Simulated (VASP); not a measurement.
# EuS (rocksalt type) (Fm-3m) in VASP: a series of runs

EuS (rocksalt type) is run at these levels: PBEsol, PBE; tasks: single point.

Program: VASP 6.6.1. These are calculated values, not measurements. Logs are shortened: lines on timing, memory, paths and dates and some standing lists are left out, and cuts for length are marked.

## Step 1: The cell of the first run

The structure is cubic, space group Fm-3m (No. 225). Conventional cell: a = 5.848 Å, b = 5.848 Å, c = 5.848 Å, α = 90.00°, β = 90.00°, γ = 90.00°. Eu (site symmetry m-3m) has 6 S at 2.92 Å within 3.9 Å. S (site symmetry m-3m) has 6 Eu at 2.92 Å within 3.9 Å.

## Step 2: Single point, PBEsol, collinear spin, ferromagnetic start

The input, INCAR:

```
SYSTEM = EuS
PREC = Accurate
ENCUT = 600
EDIFF = 1E-6
ISMEAR = -1
SIGMA = 0.08
LREAL = .False.
LASPH = .True.
NELM = 200
ALGO = Normal
ISIF = 2
LWAVE = .False.
LCHARG = .False.
ISPIN = 2
MAGMOM = 7 0
LORBIT = 11
LMAXMIX = 6
GGA = PS
NBANDS = 22
GGA_COMPAT = .False.
```

The input, KPOINTS:

```
regular mesh
0
Gamma
  10 10 10
  0 0 0
```

The input, POSCAR:

```
EuS
1.0
    0.0000000000      2.9242242605      2.9242242605
    2.9242242605      0.0000000000      2.9242242605
    2.9242242605      2.9242242605      0.0000000000
Eu S
1 1
Direct
    0.0000000000      0.0000000000      0.0000000000
    0.5000000000      0.5000000000      0.5000000000
```

Potentials or basis: VASP PAW PBE potentials, release 64 (Eu, S).

Run with:

```
$ cat potpaw_PBE.64/Eu/POTCAR potpaw_PBE.64/S/POTCAR > POTCAR
$ mpirun -np 1 vasp_std > vasp.out
```

OUTCAR:

```text
SYSTEM = EuS
   PREC = Accurate
   ENCUT = 600
   EDIFF = 1E-6
   ISMEAR = -1
   LREAL = .False.
   LASPH = .True.
   NELM = 200
   ISIF = 2
   ISPIN = 2
   LORBIT = 11
   GGA = PS

 ion  position               nearest neighbor table
   1  0.000  0.000  0.000-   2 2.92   2 2.92   2 2.92   2 2.92   2 2.92   2 2.92
   2  0.500  0.500  0.500-   1 2.92   1 2.92   1 2.92   1 2.92   1 2.92   1 2.92

  LATTYP: Found a face centered cubic cell.
 ALAT       =     5.8484485210

  Lattice vectors:

 A1 = (   0.0000000000,   2.9242242605,   2.9242242605)
 A2 = (   2.9242242605,   0.0000000000,   2.9242242605)
 A3 = (   2.9242242605,   2.9242242605,   0.0000000000)

Analysis of symmetry for initial positions (statically):
=====================================================================
 Subroutine PRICEL returns:
 Original cell was already a primitive cell.

 Routine SETGRP: Setting up the symmetry group for a
 face centered cubic supercell.

 Subroutine GETGRP returns: Found 48 space group operations
 (whereof 48 operations were pure point group operations)
 out of a pool of 48 trial point group operations.

The static configuration has the point symmetry O_h .

Analysis of symmetry for dynamics (positions and initial velocities):
=====================================================================
 Subroutine PRICEL returns:
 Original cell was already a primitive cell.

 Routine SETGRP: Setting up the symmetry group for a
 face centered cubic supercell.

 Subroutine GETGRP returns: Found 48 space group operations
 (whereof 48 operations were pure point group operations)
 out of a pool of 48 trial point group operations.

The dynamic configuration has the point symmetry O_h .

Analysis of structural, dynamic, and magnetic symmetry:
=====================================================================
 Subroutine PRICEL returns:
 Original cell was already a primitive cell.

 Routine SETGRP: Setting up the symmetry group for a
 face centered cubic supercell.

 Subroutine GETGRP returns: Found 48 space group operations
 (whereof 48 operations were pure point group operations)
 out of a pool of 48 trial point group operations.

The overall configuration has the point symmetry O_h .

 Subroutine INISYM returns: Found 48 space group operations
 (whereof 48 operations are pure point group operations),
 and found     1 'primitive' translations

----------------------------------------------------------------------------------------

                                     Primitive cell

  volume of cell :      50.0106

  direct lattice vectors                    reciprocal lattice vectors
     0.000000000  2.924224260  2.924224260    -0.170985518  0.170985518  0.170985518
     2.924224260  0.000000000  2.924224260     0.170985518 -0.170985518  0.170985518
     2.924224260  2.924224260  0.000000000     0.170985518  0.170985518 -0.170985518

  length of vectors
     4.135477609  4.135477609  4.135477609     0.296155605  0.296155605  0.296155605

  position of ions in fractional coordinates (direct lattice)
     0.000000000  0.000000000  0.000000000
     0.500000000  0.500000000  0.500000000

  ion indices of the primitive-cell ions
   primitive index   ion index
                 1           1
                 2           2

----------------------------------------------------------------------------------------

 KPOINTS: regular mesh

Automatic generation of k-mesh.
 Grid dimensions read from file:
 generate k-points for:   10   10   10

 Generating k-lattice:

  Cartesian coordinates                     Fractional coordinates (reciprocal lattice)
    -0.017098552  0.017098552  0.017098552     0.100000000  0.000000000  0.000000000
     0.017098552 -0.017098552  0.017098552     0.000000000  0.100000000  0.000000000
     0.017098552  0.017098552 -0.017098552     0.000000000  0.000000000  0.100000000

  Length of vectors
     0.029615560  0.029615560  0.029615560

  Shift w.r.t. Gamma in fractional coordinates (k-lattice)
     0.000000000  0.000000000  0.000000000

 Subroutine IBZKPT returns following result:
 ===========================================

 Found     47 irreducible k-points:

 Following reciprocal coordinates:
            Coordinates               Weight
  0.000000  0.000000  0.000000      1.000000
  0.100000  0.000000  0.000000      8.000000
  0.200000  0.000000  0.000000      8.000000
  0.300000  0.000000  0.000000      8.000000
  0.400000  0.000000  0.000000      8.000000
  0.500000  0.000000  0.000000      4.000000
[... 16 lines left out ...]
  0.300000  0.300000  0.000000      6.000000
  0.400000  0.300000  0.000000     24.000000
 [... further k-points ...]
   k-points           NKPTS =     47   k-points in BZ     NKDIM =     47   number of bands    NBANDS=     22
   number of dos      NEDOS =    301   number of ions     NIONS =      2
   total plane-waves  NPLWV =  46656
   dimension x,y,z NGX =    36 NGY =   36 NGZ =   36
   dimension x,y,z NGXF=    72 NGYF=   72 NGZF=   72
   ions per type =               1   1
   NGX,Y,Z   is equivalent  to a cutoff of  14.47, 14.47, 14.47 a.u.
   NGXF,Y,Z  is equivalent  to a cutoff of  28.94, 28.94, 28.94 a.u.
 SYSTEM =  EuS
   PREC   = accura    normal or accurate (medium, high low for compatibility)
   ISTART =      0    job   : 0-new  1-cont  2-samecut
   ICHARG =      2    charge: 1-file 2-atom 10-const
   ISPIN  =      2    spin polarized calculation?
   LNONCOLLINEAR =      F non collinear calculations
   LSORBIT =      F    spin-orbit coupling
   LASPH  =      T    aspherical Exc in radial PAW
   ENCUT  =  600.0 eV  44.10 Ry    6.64 a.u.   8.26  8.26  8.26*2*pi/ulx,y,z
   NELM   =    200;   NELMIN=  2; NELMDL= -5     # of ELM steps
   EDIFF  = 0.1E-05   stopping-criterion for ELM
   LREAL  =      F    real-space projection
   EDIFFG = 0.1E-04   stopping-criterion for IOM
   NSW    =      0    number of steps for IOM
   IBRION =     -1    ionic relax: 0-MD 1-quasi-New 2-CG
   NFREE  =      0    steps in history (QN), initial steepest desc. (CG)
   ISIF   =      2    stress and relaxation
   ISYM   =      2    0-nonsym 1-usesym 2-fastsym
   POTIM  = 0.5000    time-step for ionic-motion
   TEBEG  =    0.0;   TEEND  =   0.0 temperature during run
   PSTRESS=    0.0 pullay stress
   NELECT =      23.0000    total number of electrons
   NUPDOWN=      -1.0000    fix difference up-down
   EMIN   =  10.00;   EMAX   =-10.00  energy-range for DOS
   EFERMI =   0.00;   METHOD = LEGACY
   ISMEAR =    -1;   SIGMA  =   0.08  broadening in eV -4-tet -1-fermi 0-gaus
   EFERMI_NEDOS =   21; number of points for ismear=-14 and -15
   IALGO  =     38    algorithm
   IMIX   =      4    mixing-type and parameters
     AMIX     =   0.40;   BMIX     =  1.00
     AMIX_MAG =   1.60;   BMIX_MAG =  1.00
  volume/ion in A,a.u.               =      25.01       168.74
  Fermi-wavevector in a.u.,A,eV,Ry     =   1.263660  2.387970 21.726267  1.596836
  Thomas-Fermi vector in A             =   2.397005
   LORBIT       =     11    0 simple, 1 ext, 2 COOP (PROOUT), +10 PAW based schemes
   GGA     = PS    functional components
   LHFCALC =     F    Hartree Fock is set to
   AEXX    =    0.0000 exact exchange contribution
   IVDW    =     0    specifies the selected vdW correction
   LEPSILON=     F    determine dielectric tensor
   LRPA    =     F    only Hartree local field effects (RPA)
 spin polarized calculation
  energy-cutoff  :      600.00
  volume of cell :       50.01
 maximum number of plane-waves:      1695
 NGX is ok and might be reduce to    36
   NGX = 17   NGY = 17   NGZ = 17

 number of electron      23.0000003 magnetization       6.9282510

 Free energy of the ion-electron system (eV)
  ---------------------------------------------------
  ext. energy  EPLUGINS =         0.00000000
  ---------------------------------------------------
  free energy    TOTEN  =       -20.57065890 eV

  energy without entropy =      -20.53257051  energy(sigma->0) =      -20.55161470

 E-fermi :   4.4963     XC(G=0): -10.1039

 val. band max:        4.4436941434   @ k =   0.5000   0.4000   0.0000
 cond. band min:       4.5149740292   @ k =   0.4000   0.3000   0.0000
 fundamental gap:      0.0712798857
 Fermi energy:         4.4962582035

 spin component 1

 k-point     1 :       0.0000    0.0000    0.0000
  band No.  band energies     occupation
      1     -36.9899      1.00000
      2     -15.6698      1.00000
      3     -15.6698      1.00000
      4     -15.6698      1.00000
      5      -9.1037      1.00000
      6       1.6943      1.00000
[... 14 lines left out ...]
     21       6.3679      0.00000
     22      11.8869      0.00000

 k-point     2 :       0.1000    0.0000    0.0000
  band No.  band energies     occupation
      1     -36.9883      1.00000
      2     -15.7129      1.00000
      3     -15.6727      1.00000
      4     -15.6727      1.00000
      5      -9.0115      1.00000
      6       1.2996      1.00000
[... 14 lines left out ...]
     21       6.7933      0.00000
     22      12.3057      0.00000

 k-point     3 :       0.2000    0.0000    0.0000
  band No.  band energies     occupation
      1     -36.9840      1.00000
      2     -15.8216      1.00000
      3     -15.6803      1.00000
      4     -15.6803      1.00000
      5      -8.7682      1.00000
      6       0.4781      1.00000
[... 14 lines left out ...]
     21       7.8097      0.00000
     22      13.2482      0.00000
[... 476 lines left out ...]
 k-point    23 :       0.3000    0.3000    0.0000
  band No.  band energies     occupation
      1     -36.9750      1.00000
      2     -15.8939      1.00000
      3     -15.7454      1.00000
      4     -15.7454      1.00000
      5      -8.6124      1.00000
      6      -0.1301      1.00000
[... 14 lines left out ...]
     21      11.5213      0.00000
     22      12.0119      0.00000

 k-point    24 :       0.4000    0.3000    0.0000
  band No.  band energies     occupation
      1     -36.9716      1.00000
      2     -15.9328      1.00000
      3     -15.7681      1.00000
      4     -15.7572      1.00000
      5      -8.5648      1.00000
      6      -0.0587      1.00000
[... 14 lines left out ...]
     21      10.6627      0.00000
     22      11.7226      0.00000

 [... further k-points ...]

 spin component 2

 k-point     1 :       0.0000    0.0000    0.0000
  band No.  band energies     occupation
      1     -33.9584      1.00000
      2     -13.4315      1.00000
      3     -13.4315      1.00000
      4     -13.4315      1.00000
      5      -9.0791      1.00000
      6       1.8946      1.00000
[... 14 lines left out ...]
     21       9.0735      0.00000
     22      13.0194      0.00000

 k-point     2 :       0.1000    0.0000    0.0000
  band No.  band energies     occupation
      1     -33.9561      1.00000
      2     -13.5019      1.00000
      3     -13.4349      1.00000
      4     -13.4349      1.00000
      5      -8.9657      1.00000
      6       1.5034      1.00000
[... 14 lines left out ...]
     21       9.1118      0.00000
     22      13.3872      0.00000

 k-point     3 :       0.2000    0.0000    0.0000
  band No.  band energies     occupation
      1     -33.9502      1.00000
      2     -13.6735      1.00000
      3     -13.4438      1.00000
      4     -13.4438      1.00000
      5      -8.6764      1.00000
      6       0.6991      1.00000
[... 14 lines left out ...]
     21       9.3307      0.00000
     22      14.3181      0.00000
[... 476 lines left out ...]
 k-point    23 :       0.3000    0.3000    0.0000
  band No.  band energies     occupation
      1     -33.9378      1.00000
      2     -13.7604      1.00000
      3     -13.5316      1.00000
      4     -13.5316      1.00000
      5      -8.5573      1.00000
      6       0.1068      1.00000
[... 14 lines left out ...]
     21      12.1080      0.00000
     22      13.0074      0.00000

 k-point    24 :       0.4000    0.3000    0.0000
  band No.  band energies     occupation
      1     -33.9332      1.00000
      2     -13.8078      1.00000
      3     -13.5624      1.00000
      4     -13.5468      1.00000
      5      -8.5278      1.00000
      6       0.2096      1.00000
[... 14 lines left out ...]
     21      11.5161      0.00000
     22      12.4978      0.00000

 [... further k-points ...]

------------------------ aborting loop because EDIFF is reached ----------------------------------------

  FORCE on cell =-STRESS in cart. coord.  units (eV):
  Direction    XX          YY          ZZ          XY          YZ          ZX
  --------------------------------------------------------------------------------------
  -------------------------------------------------------------------------------------
  Total       -1.1152354     -1.1152354     -1.1152354     -0.0000000      0.0000000      0.0000000
  in kB      -35.7285269    -35.7285269    -35.7285269     -0.0000000      0.0000000      0.0000000
  external PRESSURE =     -35.7285269 kB  Pullay stress =       0.0000000 kB

 VOLUME and BASIS-vectors are now :
 -----------------------------------------------------------------------------
  energy-cutoff  :      600.00
  volume of cell :       50.01
      direct lattice vectors                 reciprocal lattice vectors
     0.000000000  2.924224260  2.924224260    -0.170985518  0.170985518  0.170985518
     2.924224260  0.000000000  2.924224260     0.170985518 -0.170985518  0.170985518
     2.924224260  2.924224260  0.000000000     0.170985518  0.170985518 -0.170985518

 POSITION                                       TOTAL-FORCE (eV/Angst)
 -----------------------------------------------------------------------------------
      0.00000      0.00000      0.00000         0.000000     -0.000000      0.000000
      2.92422      2.92422      2.92422        -0.000000      0.000000     -0.000000
 -----------------------------------------------------------------------------------
    total drift:                               -0.000000      0.000000      0.000000

  FREE ENERGIE OF THE ION-ELECTRON SYSTEM (eV)
  ---------------------------------------------------
  free  energy   TOTEN  =       -20.5706588954 eV

  energy  without entropy=      -20.5325705078  energy(sigma->0) =      -20.55161470

 total charge

# of ion       s       p       d       f       tot
--------------------------------------------------
    1        2.026   5.725   0.354   6.606  14.711
    2        1.311   2.416   0.000   0.000   3.727
--------------------------------------------------
tot          3.337   8.141   0.354   6.606  18.438

 magnetization (x)

# of ion       s       p       d       f       tot
--------------------------------------------------
    1       -0.012  -0.099   0.097   6.569   6.555
    2       -0.007  -0.066   0.000   0.000  -0.073
--------------------------------------------------
tot         -0.019  -0.165   0.097   6.569   6.482
```

It took 4.6 min on 1 thread of Oxide Virtual Turin-like, shared host; peak memory 0.28 GiB.

Results:

```
Free energy                                           : -20.5707 eV
Pressure                                              : -3.6 GPa
Net moment                                            : 6.93 μB per cell
Site moments                                          : Eu +6.55; S -0.07 μB
Valence electrons inside the program's atomic spheres : Eu 14.71; S 3.73
```

Caveat: the cell stands under tension; the PAW data sets were made with another functional, which shifts forces and pressure a little; spin-orbit coupling is left out, which moves the levels of the heavy elements; a cell with one magnetic atom can't hold antiferromagnetic order, which such compounds often take; semilocal functionals describe open f shells poorly, which spoils levels, moments and volumes. With open d or f shells a metallic result of PBEsol can be an artefact of self-interaction; +U or a hybrid may open a gap.

## Step 3: Single point, PBE, collinear spin, ferromagnetic start

The input, INCAR:

```
ALGO = Normal
EDIFF = 1E-6
ENCUT = 600
GGA = PE
GGA_COMPAT = False
ISIF = 2
ISMEAR = -1
ISPIN = 2
LASPH = True
LCHARG = False
LMAXMIX = 6
LORBIT = 11
LREAL = False
LWAVE = False
MAGMOM = 7 0
NBANDS = 22
NELM = 200
PREC = Accurate
SIGMA = 0.08
```

The input, KPOINTS:

```
k-points
0
Gamma
  10 10 10
```

POSCAR is that of step 2.

Potentials or basis: VASP PAW PBE potentials, release 64 (Eu, S).

Run with:

```
$ cat potpaw_PBE.64/Eu/POTCAR potpaw_PBE.64/S/POTCAR > POTCAR
$ mpirun -np 1 vasp_std > vasp.out
```

It took 8.7 min on 1 thread of Oxide Virtual Turin-like, shared host; peak memory 0.28 GiB.

It converged, with:

| Quantity | Value |
| --- | --- |
| Free energy | -19.9406 eV |
| Pressure | -0.2 GPa |
| Net moment | 6.94 μB per cell |
| Site moments | Eu +6.56; S -0.07 μB |
| Valence electrons inside the program's atomic spheres | Eu 14.75; S 3.76 |

Levels at points of the mesh, in eV from the Fermi level:
Spin up:
| k point | band 13 | band 14 | band 15 | band 16 | band 17 | band 18 |
| --- | --- | --- | --- | --- | --- | --- |
| (0.00, 0.00, 0.00) | 0.01 | 0.01 | 0.01 | 0.97 | 0.97 | 0.97 |
| (0.50, 0.00, 0.00) | -0.40 | -0.36 | -0.35 | 3.05 | 3.33 | 3.74 |
| (0.50, 0.50, 0.00) | -0.42 | -0.37 | -0.16 | -0.16 | 3.10 | 3.48 |
Spin down:
```tsv
k point	band 4	band 5	band 6	band 7	band 8	band 9	band 10	band 11	band 12	band 13
(0.00, 0.00, 0.00)	-17.97	-13.65	-2.68	-2.68	-2.68	1.69	1.74	1.74	1.74	2.66
(0.50, 0.00, 0.00)	-18.00	-12.53	-5.35	-3.92	-3.92	2.83	3.96	3.96	4.15	4.30
(0.50, 0.50, 0.00)	-18.12	-13.29	-3.80	-3.02	-3.02	-0.35	3.96	4.14	4.19	4.22
```

Caveat: spin-orbit coupling is left out, which moves the levels of the heavy elements; a cell with one magnetic atom can't hold antiferromagnetic order, which such compounds often take; semilocal functionals describe open f shells poorly, which spoils levels, moments and volumes. With open d or f shells a metallic result of PBE can be an artefact of self-interaction; +U or a hybrid may open a gap.

## Step 4: Single point, PBE, collinear spin, ferromagnetic start

The input, INCAR:

```
SYSTEM = EuS
PREC = Accurate ; ENCUT = 600
EDIFF = 1E-6 ; ISMEAR = -1
SIGMA = 0.08 ; LREAL = .FALSE.
LASPH = .TRUE. ; NELM = 200
ALGO = Normal ; ISIF = 2
LWAVE = .FALSE. ; LCHARG = .FALSE.
ISPIN = 2 ; MAGMOM = 7 0
LORBIT = 11 ; LMAXMIX = 6
GGA = PE ; NBANDS = 22
GGA_COMPAT = .FALSE.
```

The input, KPOINTS:

```
regular mesh
0
G
  10 10 10
  0 0 0
```

POSCAR is that of step 3.

Run with:

```
$ cat potpaw_PBE.64/Eu/POTCAR potpaw_PBE.64/S/POTCAR > POTCAR
$ mpirun -np 1 vasp_std > vasp.out
```

It took 5.6 min on 1 thread of Oxide Virtual Turin-like, shared host; peak memory 0.28 GiB.

Results (log left out):

```yaml
Free_energy: -19.9406 eV
Pressure: -0.2 GPa
Net_moment: 6.94 μB per cell
Site_moments: Eu +6.56; S -0.07 μB
Valence_electrons_inside_the_program's_atomic_spheres: Eu 14.75; S 3.76
```

Levels at points of the mesh, in eV from the Fermi level:
Spin up:
| k point | band 13 | band 14 | band 15 | band 16 | band 17 | band 18 |
| --- | --- | --- | --- | --- | --- | --- |
| (0.00, 0.00, 0.00) | 0.01 | 0.01 | 0.01 | 0.97 | 0.97 | 0.97 |
| (0.50, 0.00, 0.00) | -0.40 | -0.36 | -0.35 | 3.05 | 3.33 | 3.74 |
| (0.50, 0.50, 0.00) | -0.42 | -0.37 | -0.16 | -0.16 | 3.10 | 3.48 |
Spin down:
```tsv
k point	band 5	band 6	band 7	band 8	band 9	band 10	band 11	band 12
(0.00, 0.00, 0.00)	-13.65	-2.68	-2.68	-2.68	1.69	1.74	1.74	1.74
(0.50, 0.00, 0.00)	-12.53	-5.35	-3.92	-3.92	2.83	3.96	3.96	4.15
(0.50, 0.50, 0.00)	-13.29	-3.80	-3.02	-3.02	-0.35	3.96	4.14	4.19
```

Caveat: spin-orbit coupling is left out, which moves the levels of the heavy elements; a cell with one magnetic atom can't hold antiferromagnetic order, which such compounds often take; semilocal functionals describe open f shells poorly, which spoils levels, moments and volumes.
